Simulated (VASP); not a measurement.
# W7S16 (a cell with a defect) in VASP: a series of runs

W7S16 (a cell with a defect) is run at these levels: PBEsol, HSE06; tasks: single point.

Program: VASP 6.6.1. These are calculated values, not measurements. Logs are shortened: lines on timing, memory, paths and dates and some standing lists are left out, and cuts for length are marked.

## (1) The cell of the first run

The cell holds a defect, 23 atoms: a = 6.306 Å, b = 6.306 Å, c = 12.323 Å, α = 90.00°, β = 90.00°, γ = 120.00°.

## (2) Single point, PBEsol, collinear spin

INCAR reads:

```
PREC     = Accurate       # precision mode
ENCUT    = 350            # plane-wave cutoff, eV
EDIFF    = 1E-5           # SCF threshold, eV
ISMEAR   = 0              # smearing method
SIGMA    = 0.03           # smearing width, eV
LREAL    = Auto         
LASPH    = T              # aspherical terms in the spheres
NELM     = 120            # most SCF steps
ALGO     = Normal         # electronic algorithm
ISIF     = 2              # what is computed and relaxed
LWAVE    = F              # write WAVECAR
LCHARG   = F              # write CHGCAR
ISPIN    = 2              # spin polarisation
MAGMOM   = 0 0 0 0 0 0 0 0 0 0 0 0.5 0.5 0.5 0 0 0 0 0 0.5 0.5 0.5 0 # initial moments
LORBIT   = 11             # projections on sites
NUPDOWN  = 3              # fixed moment
LMAXMIX  = 4              # l up to which the mixer works
GGA      = PS             # functional
NELECT   = 195.0        
ISYM     = 0            
KPAR     = 4
```

KPOINTS reads:

```
regular mesh
0
Gamma
  3 3 2
```

POSCAR reads:

```
W7S16                                   
1.0
    6.3064000000      0.0000000000      0.0000000000
   -3.1532000000      5.4615026064      0.0000000000
    0.0000000000      0.0000000000     12.3230000000
  W               S             
     7    16
Direct
     0.1820632679083213    0.8424451043524656    0.2500878015719276
     0.6566307932136140    0.3263343520306722    0.2486778753695550
     0.6566835742250469    0.8343581491562932    0.2517936619324169
     0.3332845257642703    0.1673375626145366    0.7499859640855825
     0.3331791046172321    0.6675693297302623    0.7505395163851368
     0.8335171168091846    0.1675112127821748    0.7502176304099311
     0.8335321268502158    0.6676031752190784    0.7502321025942920
     0.1668636678779216    0.3345185965962717    0.6229777249870081
     0.1667871260892977    0.8336341472712920    0.6228018139517127
     0.6672744403186786    0.3344469779881385    0.6230914968442393
     0.6660264179500385    0.8338665731755198    0.6228298810829455
     0.3102335952468509    0.1965051481446064    0.1405814411913144
     0.3588115919784943    0.7187117332628959    0.1103317904008907
     0.8336024721660196    0.1832668182590987    0.1282664618762918
     0.8388157193064252    0.6753182428968406    0.1271657545192211
     0.1667423909899786    0.3339649032642233    0.8774862746056665
     0.1666382545155524    0.8348690088792784    0.8776230154694372
     0.6662129815801491    0.3336682319223713    0.8776822647041812
     0.6671327329553297    0.8344213824363761    0.8773980422677784
     0.3550353900481163    0.1437892594372022    0.3889062807003747
     0.3080248206423782    0.6141269828625124    0.3582295546126072
     0.8250773693698695    0.1507252162672973    0.3745644133854196
     0.8389425195770047    0.6670978914505983    0.3731222370520626
```

Potentials or basis: VASP PAW PBE potentials, release 64 (W_sv, S).

Started as:

```sh
$ cat potpaw_PBE.64/W_sv/POTCAR potpaw_PBE.64/S/POTCAR > POTCAR
$ mpirun -np 4 vasp_std > vasp.out
```

OUTCAR:

```text
PREC = Accurate
   ENCUT = 350
   EDIFF = 1E-5
   ISMEAR = 0
   LREAL = Auto
   LASPH = T
   NELM = 120
   ISIF = 2
   ISPIN = 2
   LORBIT = 11
   NUPDOWN = 3
   GGA = PS
   NELECT = 195.0
   ISYM = 0

 ion  position               nearest neighbor table
   1  0.182  0.842  0.250-  21 2.37  20 2.38  12 2.38  13 2.38  15 2.41  23 2.41   3 3.02   2 3.02
                             2 3.28   3 3.29
   2  0.657  0.326  0.249-  14 2.30  12 2.33  20 2.40  23 2.41  15 2.42  22 2.44   1 3.02   3 3.10
                             3 3.20   1 3.28
   3  0.657  0.834  0.252-  22 2.30  21 2.33  13 2.39  15 2.42  23 2.43  14 2.44   1 3.02   2 3.10
                             2 3.20   1 3.29
   4  0.333  0.167  0.750-   8 2.40  17 2.40  10 2.40   9 2.40  16 2.40  18 2.40   5 3.15   7 3.15
                             6 3.15   6 3.15   7 3.15   5 3.16
   5  0.333  0.668  0.751-  16 2.40  19 2.40   9 2.40  17 2.40   8 2.40  11 2.40   7 3.15   4 3.15
                             6 3.15   6 3.15   4 3.16   7 3.16
   6  0.834  0.168  0.750-  10 2.40  19 2.40  16 2.40   8 2.40  18 2.40  11 2.41   4 3.15   5 3.15
                             7 3.15   7 3.15   5 3.15   4 3.15
   7  0.834  0.668  0.750-  10 2.40  19 2.40  17 2.40   9 2.40  11 2.41  18 2.41   5 3.15   4 3.15
                             6 3.15   6 3.15   4 3.15   5 3.16
   8  0.167  0.335  0.623-   4 2.40   6 2.40   5 2.40
   9  0.167  0.834  0.623-   5 2.40   4 2.40   7 2.40
  10  0.667  0.334  0.623-   6 2.40   7 2.40   4 2.40
  11  0.666  0.834  0.623-   5 2.40   6 2.41   7 2.41
  12  0.310  0.197  0.141-   2 2.33   1 2.38
  13  0.359  0.719  0.110-   1 2.38   3 2.39
  14  0.834  0.183  0.128-   2 2.30   3 2.44
  15  0.839  0.675  0.127-   1 2.41   3 2.42   2 2.42
  16  0.167  0.334  0.877-   5 2.40   6 2.40   4 2.40
  17  0.167  0.835  0.878-   4 2.40   7 2.40   5 2.40
  18  0.666  0.334  0.878-   4 2.40   6 2.40   7 2.41
  19  0.667  0.834  0.877-   6 2.40   7 2.40   5 2.40
  20  0.355  0.144  0.389-   1 2.38   2 2.40
  21  0.308  0.614  0.358-   3 2.33   1 2.37
  22  0.825  0.151  0.375-   3 2.30   2 2.44
  23  0.839  0.667  0.373-   1 2.41   2 2.41   3 2.43

IMPORTANT INFORMATION: All symmetrisations will be switched off!
NOSYMM: (Re-)initialisation of all symmetry stuff for point group C_1.

----------------------------------------------------------------------------------------

                                     Primitive cell

  volume of cell :     424.4339

  direct lattice vectors                    reciprocal lattice vectors
     6.306400000  0.000000000  0.000000000     0.158569073  0.091549897  0.000000000
    -3.153200000  5.461502606  0.000000000     0.000000000  0.183099794  0.000000000
     0.000000000  0.000000000 12.323000000     0.000000000  0.000000000  0.081149071

  length of vectors
     6.306400000  6.306400000 12.323000000     0.183099794  0.183099794  0.081149071
[... 154 lines left out ...]

  energy without entropy =     -174.70325489  energy(sigma->0) =     -174.70428880

 E-fermi :   6.6520     XC(G=0): -10.8813

 val. band max:        7.2917258193   @ k =   0.3333  -0.0000   0.0000
 cond. band min:       6.6596996437   @ k =   0.0000   0.0000   0.5000
 fundamental gap:     -0.6320261756
 Fermi energy:         7.3403497221

 spin component 1

 k-point     1 :       0.0000    0.0000    0.0000
  band No.  band energies     occupation
      1     -68.1919      1.00000
      2     -68.1755      1.00000
      3     -68.1748      1.00000
      4     -68.1559      1.00000
      5     -67.5598      1.00000
      6     -67.5430      1.00000
[... 1109 lines left out ...]
    108       8.6227      0.00000
    109       8.6699      0.00000
 Fermi energy:         6.6519591853

 spin component 2

 k-point     1 :       0.0000    0.0000    0.0000
  band No.  band energies     occupation
      1     -68.1882      1.00000
      2     -68.1718      1.00000
      3     -68.1713      1.00000
      4     -68.1514      1.00000
      5     -67.4357      1.00000
      6     -67.4159      1.00000
[... 1109 lines left out ...]
    108       8.6463      0.00000
    109       8.7186      0.00000
 [bands above 109 left out]

------------------------ aborting loop because EDIFF is reached ----------------------------------------

  FORCE on cell =-STRESS in cart. coord.  units (eV):
  Direction    XX          YY          ZZ          XY          YZ          ZX
  --------------------------------------------------------------------------------------
  -------------------------------------------------------------------------------------
  Total       12.1519674     11.8126181     12.6880044      0.1159379      1.5128332     -0.7885188
  in kB       45.8719362     44.5909410     47.8953989      0.4376491      5.7107285     -2.9765455
  external PRESSURE =      46.1194254 kB  Pullay stress =       0.0000000 kB

 VOLUME and BASIS-vectors are now :
 -----------------------------------------------------------------------------
  energy-cutoff  :      350.00
  volume of cell :      424.43
      direct lattice vectors                 reciprocal lattice vectors
     6.306400000  0.000000000  0.000000000     0.158569073  0.091549897  0.000000000
    -3.153200000  5.461502606  0.000000000     0.000000000  0.183099794  0.000000000
     0.000000000  0.000000000 12.323000000     0.000000000  0.000000000  0.081149071

 POSITION                                       TOTAL-FORCE (eV/Angst)
 -----------------------------------------------------------------------------------
     -1.50823      4.60102      3.08183        -0.284176     -0.134255     -0.013069
      3.11198      1.78228      3.06446        -0.016679      0.413788      0.444680
      1.51041      4.55685      3.10285         0.433165     -0.210553     -0.508328
      1.57418      0.91391      9.24208         0.006823      0.010616     -0.016774
     -0.00382      3.64593      9.24890         0.012633      0.007008      0.006986
      4.72830      0.91486      9.24493        -0.015488     -0.005879     -0.004140
[... 15 lines left out ...]
      4.72800      0.82319      4.61576        -0.076996      0.448553      0.248585
      3.18721      3.64336      4.59799        -0.130481     -0.109448     -0.002579
 -----------------------------------------------------------------------------------
    total drift:                               -0.000366      0.001650     -0.002091

  FREE ENERGIE OF THE ION-ELECTRON SYSTEM (eV)
  ---------------------------------------------------
  free  energy   TOTEN  =      -174.7053227018 eV

  energy  without entropy=     -174.7032548936  energy(sigma->0) =     -174.70428880

 total charge

# of ion       s       p       d       tot
------------------------------------------
    1        2.342   6.344   3.396  12.082
    2        2.347   6.347   3.408  12.103
    3        2.347   6.346   3.406  12.099
    4        2.326   6.338   3.436  12.100
    5        2.326   6.338   3.436  12.100
    6        2.326   6.338   3.436  12.100
[... 15 lines left out ...]
   22        1.363   2.321   0.000   3.684
   23        1.351   2.354   0.000   3.705
--------------------------------------------------
tot         38.080  81.783  23.956 143.818

 magnetization (x)

# of ion       s       p       d       tot
------------------------------------------
    1        0.006   0.014   0.339   0.358
    2        0.004   0.014   0.250   0.268
    3        0.004   0.014   0.259   0.277
    4        0.000   0.000   0.007   0.008
    5        0.000   0.000   0.007   0.008
    6        0.000   0.000   0.007   0.007
[... 15 lines left out ...]
   22        0.006   0.178   0.000   0.184
   23        0.000   0.022   0.000   0.023
--------------------------------------------------
tot          0.057   1.073   0.879   2.009
```

OSZICAR:

```text
N       E                     dE             d eps       ncg     rms          rms(c)
DAV:   1     0.177570431417E+04    0.17757E+04   -0.84185E+04  5392   0.122E+03
DAV:   2    -0.384515916530E+02   -0.18142E+04   -0.17526E+04  5547   0.379E+02
DAV:   3    -0.179485839025E+03   -0.14103E+03   -0.13733E+03  5721   0.104E+02
DAV:   4    -0.184535206641E+03   -0.50494E+01   -0.49911E+01  5728   0.194E+01
DAV:   5    -0.184710333328E+03   -0.17513E+00   -0.17443E+00  6048   0.352E+00    0.741E+01
DAV:   6    -0.176427280230E+03    0.82831E+01   -0.45095E+01  5788   0.217E+01    0.335E+01
DAV:   7    -0.175808539290E+03    0.61874E+00   -0.21581E+01  5346   0.123E+01    0.144E+01
DAV:   8    -0.174717771443E+03    0.10908E+01   -0.37974E+00  5500   0.620E+00    0.479E+00
DAV:   9    -0.174716309676E+03    0.14618E-02   -0.57587E-01  6064   0.208E+00    0.200E+00
DAV:  10    -0.174707096205E+03    0.92135E-02   -0.73684E-02  5828   0.964E-01    0.991E-01
DAV:  11    -0.174705953513E+03    0.11427E-02   -0.20703E-02  5976   0.599E-01    0.497E-01
DAV:  12    -0.174705390135E+03    0.56338E-03   -0.62758E-03  6064   0.311E-01    0.211E-01
DAV:  13    -0.174705298442E+03    0.91692E-04   -0.12310E-03  5888   0.147E-01    0.100E-01
DAV:  14    -0.174705313258E+03   -0.14816E-04   -0.22840E-04  5656   0.551E-02    0.478E-02
DAV:  15    -0.174705322702E+03   -0.94437E-05   -0.69377E-05  5552   0.342E-02
   1 F= -.17470532E+03 E0= -.17470429E+03  d E =-.206781E-02  mag=     3.0000
```

stdout:

```text
POSCAR found type information on POSCAR W S
 POSCAR found :  2 types and      23 ions
 scaLAPACK will be used
 -----------------------------------------------------------------------------
|                                                                             |
|                                                                             |
|     You enforced a specific xc type in the INCAR file but a different       |
|     I HOPE YOU KNOW WHAT YOU ARE DOING!                                     |
|                                                                             |
 -----------------------------------------------------------------------------

 LDA part: xc-table for (Slater+PW92), standard interpolation
 POSCAR, INCAR and KPOINTS ok, starting setup
 FFT: planning ... GRIDC
 FFT: planning ... GRID_SOFT
 FFT: planning ... GRID
 WAVECAR not read
 entering main loop
 the old and the new charge density differ
 old charge density:   194.00000 new  195.00000
BRMIX: very serious problems
 the old and the new charge density differ
 old charge density:   194.00000 new  195.00000
BRMIX: very serious problems
 the old and the new charge density differ
 old charge density:   194.00000 new  195.00000
BRMIX: very serious problems
 the old and the new charge density differ
 old charge density:   194.00000 new  195.00000
    0.741E+01
```

It took 5 min on 4 MPI ranks of Intel Xeon Platinum 8488C (Sapphire Rapids), shared host; peak memory 0.65 GiB.

Results:

```
Free energy                                           : -174.7053 eV
Largest force                                         : 0.700 eV/Å
Net moment                                            : 3.00 μB per cell
Site moments                                          : W +0.36, +0.27, +0.28, +0.01 (each value once); S +0.00, +0.13, +0.20, +0.18, +0.02 (each value once) μB
Valence electrons inside the program's atomic spheres : W 12.08, 12.10 (each value once); S 3.71, 3.70, 3.69, 3.68 (each value once)
```

Forces on the atoms (eV/Å):
```
W   -0.284 -0.134 -0.013
W   -0.017  0.414  0.445
W    0.433 -0.211 -0.508
W    0.007  0.011 -0.017
W    0.013  0.007  0.007
W   -0.015 -0.006 -0.004
W   -0.013 -0.011  0.002
S    0.000 -0.002 -0.012
S   -0.002 -0.004  0.013
S   -0.001 -0.010 -0.011
S    0.009  0.005 -0.014
S    0.246 -0.067 -0.075
S   -0.112 -0.269  0.084
S    0.305 -0.343 -0.232
S   -0.155 -0.017  0.021
S    0.004 -0.001  0.015
S    0.001  0.000 -0.005
S    0.002  0.013  0.011
S    0.002  0.007  0.008
S   -0.258  0.043 -0.053
S    0.044  0.236  0.091
S   -0.077  0.449  0.249
S   -0.130 -0.109 -0.003
```

Caveat: the k points lie up to 0.38 Å⁻¹ apart; the cell is charged against a uniform background, so pressure and absolute levels hang on convention; the PAW data sets were made with another functional, which shifts forces and pressure a little; spin-orbit coupling is left out, which moves the levels of the heavy elements; the total moment is fixed, so each spin has its own Fermi level.

## (3) Single point, HSE06, collinear spin

POSCAR is that of step 2.

INCAR.step1 reads:

```
PREC     = Accurate       # precision mode
ENCUT    = 350            # plane-wave cutoff, eV
EDIFF    = 1E-5           # SCF threshold, eV
ISMEAR   = 0              # smearing method
SIGMA    = 0.03           # smearing width, eV
LREAL    = Auto         
LASPH    = T              # aspherical terms in the spheres
NELM     = 70             # most SCF steps
ALGO     = Normal         # electronic algorithm
ISIF     = 2              # what is computed and relaxed
LWAVE    = T              # write WAVECAR
LCHARG   = F              # write CHGCAR
ISPIN    = 2              # spin polarisation
MAGMOM   = 0 0 0 0 0 0 0 0 0 0 0 0.17 0.17 0.17 0 0 0 0 0 0.17 0.17 0.17 0 # initial moments
LORBIT   = 11             # projections on sites
NUPDOWN  = 1              # fixed moment
LMAXMIX  = 4              # l up to which the mixer works
NELECT   = 195.0        
ISYM     = -1           
TIME     = 0.4          
NKRED    = 2            
GGA      = PE             # functional
KPAR     = 2
```

INCAR.step2 reads:

```
PREC     = Accurate       # precision mode
ENCUT    = 350            # plane-wave cutoff, eV
EDIFF    = 1E-4           # SCF threshold, eV
ISMEAR   = 0              # smearing method
SIGMA    = 0.03           # smearing width, eV
LREAL    = Auto         
LASPH    = T              # aspherical terms in the spheres
NELM     = 70             # most SCF steps
ALGO     = Damped         # electronic algorithm
ISIF     = 2              # what is computed and relaxed
LWAVE    = F              # write WAVECAR
LCHARG   = F              # write CHGCAR
ISPIN    = 2              # spin polarisation
MAGMOM   = 0 0 0 0 0 0 0 0 0 0 0 0.17 0.17 0.17 0 0 0 0 0 0.17 0.17 0.17 0 # initial moments
LORBIT   = 11             # projections on sites
NUPDOWN  = 1              # fixed moment
LMAXMIX  = 4              # l up to which the mixer works
GGA      = PE             # functional
LHFCALC  = T              # exact exchange
HFSCREEN = 0.2            # screening, 1/A
PRECFOCK = Fast         
NELECT   = 195.0        
ISYM     = -1           
TIME     = 0.4          
NKRED    = 2            
ISTART   = 1            
KPAR     = 2
```

KPOINTS reads:

```
regular mesh
0
Gamma
  2 2 2
```

Potentials or basis: VASP PAW PBE potentials, release 64 (W_sv, S).

Started as:

```sh
$ cat potpaw_PBE.64/W_sv/POTCAR potpaw_PBE.64/S/POTCAR > POTCAR
$ cp INCAR.step1 INCAR
$ mpirun -np 4 vasp_std > vasp.out
$ cp INCAR.step2 INCAR
$ mpirun -np 4 vasp_std > vasp.out
```

Run time: 57 min. Hardware: 4 MPI ranks of Intel Xeon Platinum 8488C (Sapphire Rapids), shared host; peak memory 0.81 GiB.

It converged, with:

```
Free energy                                           : -200.1121 eV
Largest force                                         : 0.457 eV/Å
Net moment                                            : 1.00 μB per cell
Site moments                                          : W +0.10, +0.14, +0.17, +0.00 (each value once); S +0.00, -0.00, +0.08, -0.01, +0.07, -0.02 (each value once) μB
Valence electrons inside the program's atomic spheres : W 12.02, 12.04, 12.05 (each value once); S 3.73, 3.72, 3.71, 3.70 (each value once)
```

Forces in eV/Å, atoms in the order of the input:
```
W    0.085  0.043  0.006
W    0.122 -0.352  0.045
W   -0.244  0.305 -0.040
W   -0.003  0.007 -0.001
W    0.005  0.001 -0.015
W   -0.004  0.002 -0.006
W   -0.001 -0.005 -0.002
S   -0.004  0.001  0.418
S   -0.001 -0.014  0.457
S    0.001  0.000  0.451
S    0.002 -0.006  0.419
S    0.180 -0.025  0.061
S   -0.066 -0.029  0.227
S   -0.085  0.003  0.222
S    0.016 -0.034  0.377
S    0.005 -0.005 -0.416
S   -0.007  0.005 -0.451
S   -0.010  0.012 -0.421
S    0.011  0.005 -0.453
S   -0.027 -0.046 -0.215
S    0.031  0.162 -0.040
S    0.033 -0.056 -0.264
S   -0.040  0.026 -0.359
```

Caveat: the k points lie up to 0.58 Å⁻¹ apart; the cell is charged against a uniform background, so pressure and absolute levels hang on convention; the PAW data sets were made with another functional, which shifts forces and pressure a little; spin-orbit coupling is left out, which moves the levels of the heavy elements; the total moment is fixed, so each spin has its own Fermi level.
